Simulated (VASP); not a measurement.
Wanted: the native input for a VASP 6.6.1 run.

```
Task                   : relaxation of cell and atoms
Functional             : PBE
Potentials or basis    : VASP PAW PBE potentials, release 64 (Hf_pv, Bi_d, O)
Cutoff                 : 600 eV
k mesh                 : 6 × 6 × 2
Occupations            : gaussian, width 0.1 eV
Spin                   : no spin polarisation
Dipole correction      : no
Further INCAR settings : ALGO = Normal; EDIFF = 1e-06; IBRION = 2; EDIFFG = -0.04; NSW = 90; ISIF = 3
```

The structure of Hf2Bi2O lies in POSCAR:

```
Hf2Bi2O
1.0
    4.0300520100      0.0000000000      0.0000000000
   -2.0150260000      3.4901274200      0.0000000000
    0.0000000000      0.0000000000      8.1555325800
Hf Bi O
2 2 1
Direct
    0.3333333300      0.6666666700      0.2054603200
    0.3333333300      0.6666666700      0.7945396800
    0.6666666700      0.3333333300      0.0000000000
    0.0000000000      0.0000000000      0.0000000000
    0.0000000000      0.0000000000      0.5000000000
```

The cell was built from a structure type or drawn by symmetry, and may not be a known phase.

These files were run (other wordings do the same):

INCAR

```
ALGO = Normal
EDIFF = 1E-6
EDIFFG = -0.04
ENCUT = 600
GGA = PE
IBRION = 2
ISIF = 3
ISMEAR = 0
LASPH = True
LCHARG = False
LREAL = False
LWAVE = False
NELM = 100
NSW = 90
PREC = Accurate
SIGMA = 0.1
```

KPOINTS

```
k-points
0
Gamma
  6 6 2
```

Potentials or basis: VASP PAW PBE potentials, release 64 (Hf_pv, Bi_d, O).

Launch:

```sh
$ cat potpaw_PBE.64/Hf_pv/POTCAR potpaw_PBE.64/Bi_d/POTCAR potpaw_PBE.64/O/POTCAR > POTCAR
$ mpirun -np 1 vasp_std > vasp.out
```

It gave:

```
Relaxed volume                        : 25.28 Å³/atom
Relaxed cell                          : a = 5.181 Å, b = 5.181 Å, c = 5.438 Å, α = 90.00°, β = 90.00°, γ = 120.00°
Space group after relaxing (to 0.1 Å) : P-6m2 (No. 187)
Energy gained by relaxing             : 2889.3 meV/atom
Ionic steps                           : 19
Pressure after relaxing               : 0.0 GPa
Largest force after relaxing          : 0.007 eV/Å
Band gap on the k mesh                : zero (bands 28 and 29 overlap by 0.43 eV)
```

Caveat: the k points lie up to 0.58 Å⁻¹ apart in the final cell; a cell axis changed by over 15 % at a fixed basis, so the end point is rough; spin-orbit coupling is left out, which moves the levels of the heavy elements.

Run time: 9.1 min on 1 thread of Intel(R) Xeon(R) 6975P-C (Granite Rapids), on a shared host, peak memory 0.3 GiB.
